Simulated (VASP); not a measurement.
Zr3SiO: single point with PBE

Zr3SiO:

```
CELL_PARAMETERS angstrom
4.39409 0.00000 0.00000
0.00000 4.39409 0.00000
0.00000 0.00000 4.39409
ATOMIC_POSITIONS crystal
Zr 0.50000 0.00000 0.50000
Zr 0.00000 0.50000 0.50000
Zr 0.50000 0.50000 0.00000
Si 0.00000 0.00000 0.00000
O 0.50000 0.50000 0.50000
```

```
Program                : VASP 6.6.1
Task                   : single point
Functional             : PBE
Potentials or basis    : VASP PAW PBE potentials, release 64 (Zr_sv, Si, O)
Cutoff                 : 520 eV
k mesh                 : 4 × 4 × 4
Occupations            : gaussian, width 0.1 eV
Spin                   : collinear spin, ferromagnetic start
Starting moments       : [1.0, 1.0, 1.0, 0.0, 0.0] μB
Dipole correction      : no
Further INCAR settings : ALGO = Normal; EDIFF = 1e-07; NBANDS = 35
```

```json
{
  "Pressure": "0.4 GPa",
  "Band gap on the k mesh": "zero (filled and empty bands overlap)",
  "Net moment": "0.00 μB per cell",
  "Valence electrons inside the program's atomic spheres": "Zr 9.91; Si 1.55; O 5.11"
}
```

Levels at points of the mesh, in eV from the Fermi level:
Spin up:
| k point | band 19 | band 20 | band 21 | band 22 | band 23 | band 24 | band 25 | band 26 | band 27 | band 28 |
| --- | --- | --- | --- | --- | --- | --- | --- | --- | --- | --- |
| (0.00, 0.00, 0.00) | -2.47 | -2.44 | -2.44 | -2.44 | -0.52 | -0.52 | -0.52 | 1.79 | 1.79 | 1.79 |
| (0.50, 0.00, 0.00) | -2.59 | -2.59 | -1.89 | -0.82 | 0.53 | 0.57 | 1.54 | 1.54 | 1.56 | 1.56 |
| (0.50, 0.50, 0.00) | -3.59 | -3.00 | -0.02 | -0.02 | 0.02 | 0.02 | 0.74 | 1.29 | 1.74 | 1.96 |
| (0.50, 0.50, 0.50) | -2.08 | -2.08 | -1.01 | -1.01 | -1.01 | 0.29 | 0.29 | 0.29 | 2.51 | 2.66 |
Spin down:
| k point | band 21 | band 22 | band 23 | band 24 | band 25 | band 26 |
| --- | --- | --- | --- | --- | --- | --- |
| (0.00, 0.00, 0.00) | -2.44 | -2.44 | -0.52 | -0.52 | -0.52 | 1.79 |
| (0.50, 0.00, 0.00) | -1.89 | -0.82 | 0.53 | 0.57 | 1.54 | 1.54 |
| (0.50, 0.50, 0.00) | -0.02 | -0.02 | 0.02 | 0.02 | 0.74 | 1.29 |
| (0.50, 0.50, 0.50) | -1.01 | -1.01 | -1.01 | 0.29 | 0.29 | 0.29 |

Run time: 2.7 min on 1 thread of AMD EPYC 7R43 64-Core Processor (Zen 3), on a shared host, peak memory 0.24 GiB.
